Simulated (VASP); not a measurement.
Here is a VASP 6.6.1 calculation.

INCAR

```
SYSTEM = CoO
PREC = Accurate
ENCUT = 700
EDIFF = 1E-6
ISMEAR = 0
SIGMA = 0.02
LREAL = .False.
LASPH = .True.
NELM = 200
ALGO = Normal
ISIF = 2
LWAVE = .False.
LCHARG = .False.
ISPIN = 2
MAGMOM = 3 -3 0 0
LORBIT = 11
LMAXMIX = 4
LDAU = .True.
LDAUTYPE = 2
LDAUL = 2 -1
LDAUU = 3.32 0
LDAUJ = 0 0
LDAUPRINT = 1
GGA = PE
NBANDS = 35
GGA_COMPAT = .False.
```

File KPOINTS:

```
regular mesh
0
Gamma
  10 10 5
  0 0 0
```

File POSCAR:

```
CoO
1.0
    2.6612513074      0.0000000000      0.0000000000
    0.0000000000      2.6612513074      0.0000000000
    0.0000000000      0.0000000000      5.3225026149
Co O
2 2
Direct
    0.0000000000      1.0000000000      1.0000000000
    0.0000000000      1.0000000000      0.5000000000
    0.5000000000      0.5000000000      0.2500000000
    0.5000000000      0.5000000000      0.7500000000
```

Potentials or basis: VASP PAW PBE potentials, release 64 (Co_sv, O).

Run with:

```bash
$ cat potpaw_PBE.64/Co_sv/POTCAR potpaw_PBE.64/O/POTCAR > POTCAR
$ mpirun -np 1 vasp_std > vasp.out
```

Estimate the pressure.

-5.5 GPa.

Predict the net moment.

0.00 μB per cell.

What does it give for the band gap on the k mesh?

1.45 eV.

Predict the site moments.

Co +2.58, -2.58; O +0.00 μB.

Stress tensor (GPa, compression positive):
```
-5.92  0.00  0.00
 0.00 -5.92  0.00
 0.00  0.00 -4.58
```

Caveat: the cell stands under tension. A k mesh can miss the band edges.
